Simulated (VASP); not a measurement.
Set up this calculation in VASP 6.6.1, as the native input.

* Task: single point
* Functional: PBEsol
* Potentials or basis: VASP PAW PBE potentials, release 64 (Be, C)
* Cutoff: 600 eV
* k mesh: 8 × 8 × 8
* Occupations: gaussian, width 0.01 eV
* Spin: no spin polarisation
* Dipole correction: no
* Further INCAR settings: ALGO = Normal; EDIFF = 1e-06; NBANDS = 11

The structure of Be2C lies in POSCAR:

```
Be2C
1.0
    0.0000000000      2.1445999970      2.1445999970
    2.1445999970      0.0000000000      2.1445999970
    2.1445999970      2.1445999970      0.0000000000
Be C
2 1
Direct
    0.2500000000      0.2500000000      0.2500000000
    0.7500000000      0.7500000000      0.7500000000
    0.0000000000      0.0000000000      0.0000000000
```

These files were run (other wordings do the same):

INCAR

```
SYSTEM = Be2C
PREC = Accurate ; ENCUT = 600
EDIFF = 1E-6 ; ISMEAR = 0
SIGMA = 0.01 ; LREAL = .False.
LASPH = .True. ; NELM = 120
ALGO = Normal ; ISIF = 2
LWAVE = .False. ; LCHARG = .False.
GGA = PS ; NBANDS = 11
GGA_COMPAT = .False.
```

KPOINTS

```
Automatic mesh
0
Gamma
  8 8 8
  0 0 0
```

Potentials or basis: VASP PAW PBE potentials, release 64 (Be, C).

The run is started by

```bash
$ cat potpaw_PBE.64/Be/POTCAR potpaw_PBE.64/C/POTCAR > POTCAR
$ mpirun -np 1 vasp_std > vasp.out
```

It gave:

```json
{"Pressure": "3.8 GPa", "Band gap on the k mesh": "1.07 eV, indirect (least direct gap 4.14 eV)"}
```

Caveat: the PAW data sets were made with another functional, which shifts forces and pressure a little.

Run time: 15 s on 1 thread of AMD EPYC 7R13, on a shared host, peak memory 0.1 GiB.
